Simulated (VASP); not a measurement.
Input of a VASP 6.6.1 run:

Contents of INCAR:

```
ALGO = Normal ; EDIFF = 1E-6
ENCUT = 520 ; GGA = PE
ISIF = 2 ; ISMEAR = 0
LASPH = True ; LCHARG = False
LREAL = False ; LWAVE = False
NBANDS = 11 ; NELM = 80
PREC = Accurate ; SIGMA = 0.02
```

The input KPOINTS:

```
k-points
0
Gamma
  10 10 10
```

The input POSCAR:

```
BP
1.0
    0.0000000000      2.2277277175      2.2277277175
    2.2277277175      0.0000000000      2.2277277175
    2.2277277175      2.2277277175      0.0000000000
B P
1 1
Direct
    0.0000000000      0.0000000000      0.0000000000
    0.2500000000      0.2500000000      0.2500000000
```

Potentials or basis: VASP PAW PBE potentials, release 64 (B, P).

The run is started by

```bash
$ cat potpaw_PBE.64/B/POTCAR potpaw_PBE.64/P/POTCAR > POTCAR
$ mpirun -np 1 vasp_std > vasp.out
```

Task: What does it give for the pressure?

Result: 11.0 GPa.

Task: Estimate the band gap on the k mesh.

Result: 1.16 eV, indirect (least direct gap 3.49 eV).

 A k mesh can miss the band edges.
